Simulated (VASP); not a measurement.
Crystal: CdTe.

```
CELL_PARAMETERS angstrom
0.00000 3.20500 3.20500
3.20500 0.00000 3.20500
3.20500 3.20500 0.00000
ATOMIC_POSITIONS crystal
Cd 0.50000 0.50000 0.50000
Te 0.00000 0.00000 0.00000
```

Base run:

```yaml
Program: VASP 6.6.1
Functional: revPBE
Potentials_or_basis: VASP PAW PBE potentials, release 64 (Cd, Te)
Cutoff: 520 eV
k_mesh: 6 × 6 × 6
Occupations: gaussian, width 0.05 eV
Spin: no spin polarisation
```

Its results: band gap on the k mesh zero (band 9 reaches 2.72 eV, above the bottom of band 10 at 1.52 eV); pressure -3.2 GPa.

**Question.** The run is repeated on the same cell with these changes: functional from revPBE to RPBE; dispersion from none to D4. What comes out?

**Answer.** Band gap on the k mesh zero (band 9 reaches 2.75 eV, above the bottom of band 10 at 1.57 eV); pressure -6.5 GPa.

Several settings changed at once, so the effect can't be laid on one alone.

Caveats: the PAW data sets were made with another functional, which shifts forces and pressure a little; spin-orbit coupling is left out, which moves the levels of the heavy elements; pairwise dispersion overbinds metals, which lowers pressure and volume (some runs).
